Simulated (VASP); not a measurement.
# Rh (Fm-3m) in VASP: a series of runs, part 2 of 2

VASP 6.6.1.

## Step 4: Relaxation of cell and atoms, PBEsol, non-collinear spin, zero start, spin-orbit coupling (15.04 Å³/atom)

This run uses another cell than the first one, of 15.04 Å³/atom.

The input, POSCAR:

```
Rh
1.0
    0.0000000000      1.9591128171      1.9591128171
    1.9591128171      0.0000000000      1.9591128171
    1.9591128171      1.9591128171      0.0000000000
Rh
1
Direct
    0.0000000000      0.0000000000      0.0000000000
```

The input, INCAR.step1:

```
SYSTEM = Rh
GGA = PS
LSORBIT = .True.
MAGMOM = 0 0 0
LORBIT = 11
ISMEAR = 1
SIGMA = 0.05
LWAVE = .False.
LCHARG = .False.
NSW = 80
PREC = Accurate
LASPH = .True.
LREAL = .False.
ALGO = Normal
EDIFF = 1E-7
NELM = 200
GGA_COMPAT = .False.
IBRION = 2
ISIF = 3
EDIFFG = -0.002
NELMIN = 4
ENCUT = 640
LMAXMIX = 4
KPAR = 2
POTIM = 0.5
```

The input, INCAR.step4:

```
SYSTEM = Rh
GGA = PS
LSORBIT = .True.
MAGMOM = 0 0 0
LORBIT = 11
ISMEAR = 1
SIGMA = 0.05
LWAVE = .False.
LCHARG = .False.
PREC = Accurate
LASPH = .True.
LREAL = .False.
ALGO = Normal
EDIFF = 1E-7
NELM = 200
GGA_COMPAT = .False.
ISIF = 2
ENCUT = 640
LMAXMIX = 4
KPAR = 2
```

The input, KPOINTS:

```
Automatic mesh
0
Gamma
  16 16 16
  0 0 0
```

Potentials or basis: VASP PAW PBE potentials, release 64 (Rh_pv).

The run is started by

```bash
$ cat potpaw_PBE.64/Rh_pv/POTCAR > POTCAR
$ cp INCAR.step1 INCAR
$ cp POSCAR.step1 POSCAR
$ mpirun -np 2 vasp_ncl > vasp.out
$ cp CONTCAR POSCAR
$ mpirun -np 2 vasp_ncl > vasp.out
$ cp CONTCAR POSCAR
$ mpirun -np 2 vasp_ncl > vasp.out
$ cp CONTCAR POSCAR
$ cp INCAR.step4 INCAR
$ mpirun -np 2 vasp_ncl > vasp.out
```

OUTCAR:

```text
SYSTEM = Rh
   GGA = PS
   LSORBIT = .True.
   LORBIT = 11
   ISMEAR = 1
   PREC = Accurate
   LASPH = .True.
   LREAL = .False.
   EDIFF = 1E-7
   NELM = 200
   ISIF = 2
   ENCUT = 640

 ion  position               nearest neighbor table
   1  0.000  0.000  0.000-

  LATTYP: Found a face centered cubic cell.
 ALAT       =     3.7810014841

  Lattice vectors:

 A1 = (   0.0000000000,   1.8905007420,   1.8905007420)
 A2 = (   1.8905007420,   0.0000000000,   1.8905007420)
 A3 = (   1.8905007420,   1.8905007420,   0.0000000000)

Analysis of symmetry for initial positions (statically):
=====================================================================
 Subroutine PRICEL returns:
 Original cell was already a primitive cell.

 Routine SETGRP: Setting up the symmetry group for a
 face centered cubic supercell.

 Subroutine GETGRP returns: Found 48 space group operations
 (whereof 48 operations were pure point group operations)
 out of a pool of 48 trial point group operations.

The static configuration has the point symmetry O_h .

[... 803 lines left out ...]
  energy-cutoff  :      640.00
  volume of cell :       13.51
      direct lattice vectors                 reciprocal lattice vectors
     0.000000000  1.890500742  1.890500742    -0.264480192  0.264480192  0.264480192
     1.890500742  0.000000000  1.890500742     0.264480192 -0.264480192  0.264480192
     1.890500742  1.890500742  0.000000000     0.264480192  0.264480192 -0.264480192

 POSITION                                       TOTAL-FORCE (eV/Angst)
 -----------------------------------------------------------------------------------
      0.00000      0.00000      0.00000        -0.000000      0.000000      0.000000
 -----------------------------------------------------------------------------------
    total drift:                               -0.000000      0.000000     -0.000000

  FREE ENERGIE OF THE ION-ELECTRON SYSTEM (eV)
  ---------------------------------------------------
  free  energy   TOTEN  =        -8.2906429456 eV

  energy  without entropy=       -8.2903064125  energy(sigma->0) =       -8.29053077

 Spin-Orbit-Coupling matrix elements

 Ion:    1  E_soc:     -0.3065665
 l=   1
     0.0000000    -0.0413711    -0.0413711
    -0.0413711     0.0000000    -0.0413711
    -0.0413711    -0.0413711     0.0000000
 l=   2
     0.0000000    -0.0018143     0.0000000    -0.0018143    -0.0079090
    -0.0018143     0.0000000    -0.0059318    -0.0018143    -0.0019773
     0.0000000    -0.0059318     0.0000000    -0.0059318     0.0000000
    -0.0018143    -0.0018143    -0.0059318     0.0000000    -0.0019773
    -0.0079090    -0.0019773     0.0000000    -0.0019773     0.0000000
 l=   3
     0.0000000     0.0000000     0.0000000     0.0000000     0.0000000     0.0000000     0.0000000
     0.0000000     0.0000000     0.0000000     0.0000000     0.0000000     0.0000000     0.0000000
     0.0000000     0.0000000     0.0000000     0.0000000     0.0000000     0.0000000     0.0000000
     0.0000000     0.0000000     0.0000000     0.0000000     0.0000000     0.0000000     0.0000000
     0.0000000     0.0000000     0.0000000     0.0000000     0.0000000     0.0000000     0.0000000
     0.0000000     0.0000000     0.0000000     0.0000000     0.0000000     0.0000000     0.0000000
     0.0000000     0.0000000     0.0000000     0.0000000     0.0000000     0.0000000     0.0000000

 total charge

# of ion       s       p       d       tot
------------------------------------------
    1        0.416   6.318   7.078  13.812

 magnetization (x)

# of ion       s       p       d       tot
------------------------------------------
    1       -0.000   0.000   0.000  -0.000

 magnetization (y)

# of ion       s       p       d       tot
------------------------------------------
    1        0.000   0.000   0.000   0.000

 magnetization (z)

# of ion       s       p       d       tot
------------------------------------------
    1       -0.000   0.000   0.000  -0.000
```

Wall time 3.2 min (2 MPI ranks of Intel Xeon 6975P-C (Granite Rapids), shared host); peak memory 0.26 GiB.

What came out:

| Item | Value |
| --- | --- |
| Free energy | -8.2906 eV |
| Relaxed volume | 13.51 Å³/atom |
| Relaxed cell | a = 2.674 Å, b = 2.674 Å, c = 2.674 Å, α = 60.00°, β = 60.00°, γ = 60.00° |
| Space group after relaxing (to 0.1 Å) | Fm-3m (No. 225) |
| Energy gained by relaxing | 125.4 meV/atom |
| Ionic steps | 9 |
| Pressure after relaxing | 0.0 GPa |
| Net moment | 0.00 μB per cell |
| Valence electrons inside the program's atomic spheres | Rh 13.81 |

Step by step:
```csv
step,energy change (eV),largest force (eV/Å),pressure (GPa),volume (Å³)
1,0.0000,0.0000,-23.86,15.04
2,0.7584,0.0000,125.96,10.67
3,-0.1255,0.0000,-2.47,13.63
4,-0.1263,0.0000,-0.82,13.56
5,-0.1264,0.0000,0.00,13.52
6,-0.1254,0.0000,-0.11,13.52
7,-0.1253,0.0000,0.30,13.50
8,-0.1254,0.0000,0.01,13.51
9,-0.1254,0.0000,0.00,13.51
```

Final structure:
```
Rh
1.0
     0.00000    1.89050    1.89050
     1.89050    0.00000    1.89050
     1.89050    1.89050    0.00000
Rh
1
Direct
  0.00000 0.00000 0.00000
```

Moments on the atoms (μB; x, y, z):
```
Rh  0.00 0.00 0.00
```

Caveat: the PAW data sets were made with another functional, which shifts forces and pressure a little.

## Step 5: Summary

| task | level | spin | cell | k mesh | cutoff (eV) | smearing | dipole correction | grid for exact exchange (PRECFOCK) | share of exact exchange | screening parameter | tolerance level | pressure (GPa) | moment (μB) | relaxed volume (Å³/atom) |
| --- | --- | --- | --- | --- | --- | --- | --- | --- | --- | --- | --- | --- | --- | --- |
| single point | HSE06 | off | a = 2.648 Å, angles 60.0°, 1 atom | 8 × 8 × 8 | 520 | fermi-dirac 0.05 eV | no | Normal | 0.25 | 0.2079 1/Å | - | 10.2 | - | - |
| relaxation of cell and atoms | PBEsol | non-collinear, zero start, SOC | relaxed from a = 2.771 Å, angles 60.0°, 1 atom | 13 × 13 × 13 | 370 | methfessel-paxton 0.1 eV | - | - | - | - | screening | 0.0 | 0.00 | 13.43 |
| relaxation of cell and atoms | PBEsol | non-collinear, zero start, SOC | relaxed from a = 2.771 Å, angles 60.0°, 1 atom | 16 × 16 × 16 | 640 | methfessel-paxton 0.05 eV | - | - | - | - | screening | 0.0 | 0.00 | 13.51 |

Alike in all rows: potentials or basis VASP PAW PBE potentials, release 64 (Rh_pv).

Caveats: some runs use coarse meshes; the PAW data sets were made with another functional, which shifts forces and pressure a little.

Absolute energies hang on the potentials; compare differences alone.
